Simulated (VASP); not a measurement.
# MgO (kat) (Fm-3m) in VASP: vibrations by perturbation theory with LDA

Aim: the vibrations by perturbation theory of MgO (kat) with LDA.

Everything below comes from runs of VASP 6.6.1. Logs are shortened: lines on timing, memory, paths and dates and some standing lists are left out, and cuts for length are marked.

**1. The cell of the first run**

The structure is cubic, space group Fm-3m (No. 225). The conventional cell has a = 4.208 Å, b = 4.208 Å, c = 4.208 Å, α = 90.00°, β = 90.00°, γ = 90.00°. Within 2.8 Å of Mg (site symmetry m-3m) lie 6 O at 2.10 Å. O (site symmetry m-3m) has 6 Mg at 2.10 Å within 2.8 Å.

**2. Vibrations by perturbation theory, LDA**

File INCAR:

```
SYSTEM = MgO
  ALGO = Normal
  EDIFF = 1E-8
  ENCUT = 520
  IBRION = 8
  ISIF = 2
  ISMEAR = 0
  LASPH = .TRUE.
  LCHARG = .FALSE.
  LEPSILON = .TRUE.
  LREAL = .FALSE.
  LWAVE = .FALSE.
  NELM = 80
  NSW = 1
  PREC = Accurate
  SIGMA = 0.01
```

File KPOINTS:

```
k-points
0
G
  10 10 10
  0 0 0
```

File POSCAR:

```
MgO
1.0
    0.0000000000      2.1037650585      2.1037650585
    2.1037650585      0.0000000000      2.1037650585
    2.1037650585      2.1037650585      0.0000000000
Mg O
1 1
Direct
    0.0000000000      0.0000000000      0.0000000000
    0.5000000000      0.5000000000      0.5000000000
```

Potentials or basis: VASP PAW LDA potentials, release 64 (Mg, O).

Launch:

```console
$ cat potpaw_LDA.64/Mg/POTCAR potpaw_LDA.64/O/POTCAR > POTCAR
$ mpirun -np 1 vasp_std > vasp.out
```

OUTCAR:

```text
SYSTEM = MgO
   EDIFF = 1E-8
   ENCUT = 520
   IBRION = 8
   ISIF = 2
   ISMEAR = 0
   LASPH = .TRUE.
   LEPSILON = .TRUE.
   LREAL = .FALSE.
   NELM = 80
   NSW = 1
   PREC = Accurate

 ion  position               nearest neighbor table
   1  0.000  0.000  0.000-   2 2.10   2 2.10   2 2.10   2 2.10   2 2.10   2 2.10
   2  0.500  0.500  0.500-   1 2.10   1 2.10   1 2.10   1 2.10   1 2.10   1 2.10

  LATTYP: Found a face centered cubic cell.
 ALAT       =     4.2075301170

  Lattice vectors:

 A1 = (   0.0000000000,   2.1037650585,   2.1037650585)
 A2 = (   2.1037650585,   0.0000000000,   2.1037650585)
 A3 = (   2.1037650585,   2.1037650585,   0.0000000000)

Analysis of symmetry for initial positions (statically):
=====================================================================
 Subroutine PRICEL returns:
 Original cell was already a primitive cell.

 Routine SETGRP: Setting up the symmetry group for a
 face centered cubic supercell.

 Subroutine GETGRP returns: Found 48 space group operations
 (whereof 48 operations were pure point group operations)
 out of a pool of 48 trial point group operations.

The static configuration has the point symmetry O_h .

Analysis of symmetry for dynamics (positions and initial velocities):
=====================================================================
 Subroutine PRICEL returns:
 Original cell was already a primitive cell.

 Routine SETGRP: Setting up the symmetry group for a
 face centered cubic supercell.

 Subroutine GETGRP returns: Found 48 space group operations
 (whereof 48 operations were pure point group operations)
 out of a pool of 48 trial point group operations.

The dynamic configuration has the point symmetry O_h .

[... 498 lines left out ...]
 -----------------------------------------------------------------------------
    -0.00490 -0.00000  0.00000
    -0.00000  0.00715  0.00000
     0.00000  0.00000  0.00715

 MACROSCOPIC STATIC DIELECTRIC TENSOR (including local field effects in DFT)
 ------------------------------------------------------
           3.145475     0.000000     0.000000
           0.000000     3.145475    -0.000000
           0.000000     0.000000     3.145475
 ------------------------------------------------------

 PIEZOELECTRIC TENSOR (including local field effects)  for field in x, y, z        (e  Angst)
          XX          YY          ZZ          XY          YZ          ZX
  --------------------------------------------------------------------------------
  x     0.00000     0.00000     0.00000     0.00000     0.00000     0.00000
  y     0.00000     0.00000     0.00000     0.00000     0.00000     0.00000
  z     0.00000     0.00000     0.00000     0.00000     0.00000     0.00000

 PIEZOELECTRIC TENSOR (including local field effects)  for field in x, y, z        (C/m^2)
          XX          YY          ZZ          XY          YZ          ZX
  --------------------------------------------------------------------------------
  x     0.00000     0.00000     0.00000     0.00000     0.00000     0.00000
  y     0.00000     0.00000     0.00000     0.00000     0.00000     0.00000
  z     0.00000     0.00000     0.00000     0.00000     0.00000     0.00000

 BORN EFFECTIVE CHARGES (including local field effects) (in |e|, cummulative output)
 ---------------------------------------------------------------------------------
 ion    1
    1     1.96711     0.00000     0.00000
    2    -0.00000     1.96711    -0.00000
    3    -0.00000     0.00000     1.96711
 ion    2
    1    -1.96711    -0.00000    -0.00000
    2     0.00000    -1.96711     0.00000
    3     0.00000    -0.00000    -1.96711

 INTERNAL STRAIN TENSOR FOR ION    2 for displacements in x,y,z  (eV/Angst):
          X           Y           Z          XY          YZ          ZX
  --------------------------------------------------------------------------------
  x     0.00000     0.00000     0.00000     0.00000     0.00000     0.00000
  y     0.00000     0.00000     0.00000     0.00000     0.00000     0.00000
  z     0.00000     0.00000     0.00000     0.00000     0.00000     0.00000

 SECOND DERIVATIVES (NOT SYMMETRIZED)
 ------------------------------------
               1X          1Y          1Z          2X          2Y          2Z
  1X    -5.150643    0.000000    0.000000    5.150643    0.000000    0.000000
  1Y     0.000000   -5.150643    0.000000    0.000000    5.150643    0.000000
  1Z     0.000000    0.000000   -5.150643    0.000000    0.000000    5.150643
  2X     5.167544    0.000000    0.000000   -5.167544    0.000000    0.000000
  2Y     0.000000    5.167544    0.000000    0.000000   -5.167544    0.000000
  2Z     0.000000    0.000000    5.167544    0.000000    0.000000   -5.167544

 Eigenvectors and eigenvalues of the dynamical matrix
 ----------------------------------------------------

   1 f  =   11.433587 THz    71.839343 2PiTHz  381.383394 cm-1    47.285493 meV
             X         Y         Z           dx          dy          dz
      0.000000  0.000000  0.000000     0.000000    0.629436    0.000000
      2.103765  2.103765  2.103765     0.000000   -0.777053    0.000000
[... 21 lines left out ...]
   6 f/i=    0.009160 THz     0.057554 2PiTHz    0.305545 cm-1     0.037883 meV
             X         Y         Z           dx          dy          dz
      0.000000  0.000000  0.000000     0.000000    0.000000    0.777053
      2.103765  2.103765  2.103765     0.000000    0.000000    0.629436

--------------------------------------------------------------------------------------------------------

 MACROSCOPIC STATIC DIELECTRIC TENSOR IONIC CONTRIBUTION
 ------------------------------------------------------
           7.288359     0.000000     0.000000
           0.000000     7.288359     0.000000
           0.000000     0.000000     7.288359
 ------------------------------------------------------

 ELASTIC MODULI CONTR FROM IONIC RELAXATION (kBar)
 Direction    XX          YY          ZZ          XY          YZ          ZX
 --------------------------------------------------------------------------------
 XX           0.0000      0.0000      0.0000      0.0000      0.0000      0.0000
 YY           0.0000      0.0000      0.0000      0.0000      0.0000      0.0000
 ZZ           0.0000      0.0000      0.0000      0.0000      0.0000      0.0000
 XY           0.0000      0.0000      0.0000      0.0000      0.0000      0.0000
 YZ           0.0000      0.0000      0.0000      0.0000      0.0000      0.0000
 ZX           0.0000      0.0000      0.0000      0.0000      0.0000      0.0000
 --------------------------------------------------------------------------------

 PIEZOELECTRIC TENSOR IONIC CONTR  for field in x, y, z        (C/m^2)
          XX          YY          ZZ          XY          YZ          ZX
  --------------------------------------------------------------------------------
  x     0.00000     0.00000     0.00000     0.00000     0.00000     0.00000
  y     0.00000     0.00000     0.00000     0.00000     0.00000     0.00000
  z     0.00000     0.00000     0.00000     0.00000     0.00000     0.00000
```

Run time: 2.5 min. Hardware: 1 thread of Intel Xeon 6975P-C, shared host; peak memory 0.18 GiB.

Results:

| Quantity | Value |
| --- | --- |
| Electronic dielectric tensor (diagonal) | 3.15 |
| Born charges (mean of the diagonal) | Mg +1.97; O -1.97 e |
| Highest phonon frequency at Γ, LO-TO splitting left out | 381 cm⁻¹ |

Phonon frequencies in cm⁻¹ (negative: imaginary):
```csv
q point,frequencies
"(0.000, 0.000, 0.000)",0 0 0 381 381 381
```

Electronic dielectric tensor:
```
3.15 0.00 0.00
0.00 3.15 0.00
0.00 0.00 3.15
```

Born effective charge tensors (e):
atom 1, Mg
```
1.97 0.00 0.00
0.00 1.97 0.00
0.00 0.00 1.97
```
atom 2, O
```
-1.97  0.00  0.00
 0.00 -1.97  0.00
 0.00  0.00 -1.97
```

Caveat: the cell wasn't relaxed at this level first, which shifts response properties.
